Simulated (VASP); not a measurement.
BN (wurtzite type): single point with PBE

Crystal: BN (wurtzite type).

```
B N
1.0
     2.44707    0.00000    0.00000
    -1.22354    2.11923    0.00000
     0.00000    0.00000    4.05148
B N
2 2
Cartesian
  0.0000 1.4128 0.0047
  1.2235 0.7064 2.0304
  0.0000 1.4128 1.5187
  1.2235 0.7064 3.5444
```

```
Program             : VASP 6.6.1
Task                : single point
Functional          : PBE
Potentials or basis : VASP PAW PBE potentials, release 64 (B, N)
Cutoff              : 520 eV
k mesh              : 12 × 12 × 6
Occupations         : fermi-dirac, width 0.05 eV
Spin                : no spin polarisation
```

- Pressure: 60.6 GPa
- Band gap on the k mesh: 4.90 eV (least direct gap 8.81 eV)

Levels at points of the mesh, in eV from the valence-band top:
| k point | band 5 | band 6 | band 7 | band 8 | band 9 | band 10 | band 11 | band 12 |
| --- | --- | --- | --- | --- | --- | --- | --- | --- |
| (0.00, 0.00, 0.00) | -2.40 | -0.38 | 0.00 | 0.00 | 8.83 | 8.83 | 9.23 | 11.03 |
| (0.50, 0.00, 0.00) | -7.64 | -5.62 | -5.08 | -2.37 | 7.13 | 8.28 | 11.17 | 12.48 |
| (0.00, 0.00, 0.50) | -1.33 | -1.33 | -1.33 | -1.33 | 10.55 | 10.55 | 10.55 | 10.55 |
| (0.50, 0.00, 0.50) | -4.25 | -4.25 | -4.03 | -4.03 | 6.99 | 6.99 | 10.84 | 10.84 |

Run time: 30 s on 1 thread of Intel Xeon 8259CL, with other jobs on the host, peak memory 0.14 GiB.

Caveat: the cell stands under pressure. A k mesh can miss the band edges.
